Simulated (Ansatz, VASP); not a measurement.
**Pt12CO in VASP and in Ansatz**

The input INCAR:

```
PREC     = Accurate       # precision mode
ENCUT    = 520            # plane-wave cutoff, eV
EDIFF    = 1E-6           # SCF threshold, eV
ISMEAR   = 0              # smearing method
SIGMA    = 0.1            # smearing width, eV
LREAL    = F              # projectors in reciprocal space
LASPH    = T              # aspherical terms in the spheres
NELM     = 100            # most SCF steps
ALGO     = Normal         # electronic algorithm
ISIF     = 2              # what is computed and relaxed
LWAVE    = F              # write WAVECAR
LCHARG   = F              # write CHGCAR
LDIPOL   = T            
IDIPOL   = 3            
DIPOL    = 0.5 0.5 0.297
GGA      = PE             # functional
IVDW     = 12             # dispersion correction
NBANDS   = 78             # bands
```

KPOINTS

```
regular mesh
0
Gamma
  5 5 1
```

The input POSCAR:

```
Pt12CO
1.0
    5.5557316975      0.0000000000      0.0000000000
    0.0000000000      5.5557316975      0.0000000000
    0.0000000000      0.0000000000     22.6352243362
Pt O C
12 1 1
Direct
    0.2500000000      0.2500000000      0.1767157215
    0.2500000000      0.7500000000      0.1767157215
    0.7500000000      0.2500000000      0.1767157215
    0.7500000000      0.7500000000      0.1767157215
    0.0000000000      0.0000000000      0.2625492162
    0.0000000000      0.5000000000      0.2625492162
    0.5000000000      0.0000000000      0.2625492162
    0.5000000000      0.5000000000      0.2625492162
    0.2500000000      0.2500000000      0.3483607769
    0.2500000000      0.7500000000      0.3483607769
    0.7500000000      0.2500000000      0.3483607769
    0.7500000000      0.7500000000      0.3483607769
    0.3333333333      0.4166666667      0.4808975681
    0.3333333333      0.4166666667      0.5317033380
```

Input for Ansatz:

```yaml
crystal:
  lattice:
    - [5.5557316975, 0.0, 0.0]
    - [0.0, 5.5557316975, 0.0]
    - [0.0, 0.0, 22.6352243362]
  atoms:
    - { symbol: Pt, position: [0.25, 0.25, 0.1767157215] }
    - { symbol: Pt, position: [0.25, 0.75, 0.1767157215] }
    - { symbol: Pt, position: [0.75, 0.25, 0.1767157215] }
    - { symbol: Pt, position: [0.75, 0.75, 0.1767157215] }
    - { symbol: Pt, position: [0.0, 0.0, 0.2625492162] }
    - { symbol: Pt, position: [0.0, 0.5, 0.2625492162] }
    - { symbol: Pt, position: [0.5, 0.0, 0.2625492162] }
    - { symbol: Pt, position: [0.5, 0.5, 0.2625492162] }
    - { symbol: Pt, position: [0.25, 0.25, 0.3483607769] }
    - { symbol: Pt, position: [0.25, 0.75, 0.3483607769] }
    - { symbol: Pt, position: [0.75, 0.25, 0.3483607769] }
    - { symbol: Pt, position: [0.75, 0.75, 0.3483607769] }
    - { symbol: O, position: [0.3333333333, 0.4166666667, 0.4808975681] }
    - { symbol: C, position: [0.3333333333, 0.4166666667, 0.531703338] }
basis:
  ecutwfc: 420
kpoints:
  mp_grid: { grid: [5, 5, 1] }
hamiltonian:
  xc: pbe
  dispersion: d3bj
scf:
  occupations: { method: gaussian, width: 0.1 }
output:
  forces: true
  eigenvalues: true
efield:
  axis: 3
  dipole_correction: true
  ramp_width: 0.04
```

Alike in both runs: task single point; functional PBE; dispersion D3(BJ); k mesh 5 × 5 × 1; occupations gaussian, width 0.1 eV; no spin polarisation.

```csv
,VASP,Ansatz
version,VASP 6.6.1,Ansatz 0.2.0
potentials or method,"VASP PAW PBE potentials, release 64 (Pt, O, C), cutoff 520 eV","scalar-relativistic, plane waves, PAW"
valence electrons in the cell,130,226
```

|  | VASP | Ansatz | Ansatz less VASP |
| --- | --- | --- | --- |
| gap on the k mesh at the Fermi level (eV) | none | none | - |
| rms of the force components (eV/Å) | 0.161 | 0.344 | +0.1836 |

Atom by atom the forces differ by 0.185 eV/Å (rms over components). A gap of «none» marks a metal or a gap that the smearing closes. One of these differences is far larger than is usual between the two programs; its cause wasn't traced. VASP's potentials hold 130 valence electrons a cell and Ansatz's 226, so a difference there can come from the potentials and not from the codes.

Spin-orbit coupling is off throughout. Noted on VASP's run: the standard files for N, O and F lose accuracy on very short bonds.
